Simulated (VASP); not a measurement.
Wanted: the native input for a VASP 6.6.1 run.

| Item | Value |
| --- | --- |
| Task | single point |
| Functional | LDA |
| Potentials or basis | VASP PAW LDA potentials, release 64 (Hg, Te) |
| Cutoff | 500 eV |
| k mesh | 6 × 6 × 2 |
| Occupations | fermi-dirac, width 0.02 eV |
| Spin | no spin polarisation |
| Dipole correction | no |
| Further INCAR settings | ALGO = Normal; EDIFF = 1e-06; NBANDS = 26 |

The structure of HgTe lies in POSCAR:

```
HgTe
1.0
    4.2336391969      0.0000000000      0.0000000000
   -2.1168195985      3.6664390950      0.0000000000
    0.0000000000      0.0000000000      7.3965767620
Hg Te
2 2
Direct
    0.0000000000      0.0000000000      0.0000000000
    0.0000000000      0.0000000000      0.5000000000
    0.3333333333      0.6666666667      0.2500000000
    0.6666666667      0.3333333333      0.7500000000
```

One way to write it, as run:

INCAR

```
PREC = Accurate ; ENCUT = 500
EDIFF = 1E-6 ; ISMEAR = -1
SIGMA = 0.02 ; LREAL = F
LASPH = T ; NELM = 120
ALGO = Normal ; ISIF = 2
LWAVE = F ; LCHARG = F
GGA = CA ; NBANDS = 26
GGA_COMPAT = F
```

KPOINTS

```
regular mesh
0
Gamma
  6 6 2
```

Potentials or basis: VASP PAW LDA potentials, release 64 (Hg, Te).

Command:

```bash
$ cat potpaw_LDA.64/Hg/POTCAR potpaw_LDA.64/Te/POTCAR > POTCAR
$ mpirun -np 1 vasp_std > vasp.out
```

Results of the run:

```
Pressure               : -3.8 GPa
Band gap on the k mesh : zero (band 18 reaches 4.47 eV, above the bottom of band 19 at 2.16 eV)
```

Caveat: the k points lie up to 0.42 Å⁻¹ apart; spin-orbit coupling is left out, which moves the levels of the heavy elements.

Run time: 36 s on 1 thread of AMD EPYC 7R43 64-Core Processor (Zen 3), on a shared host, peak memory 0.17 GiB.
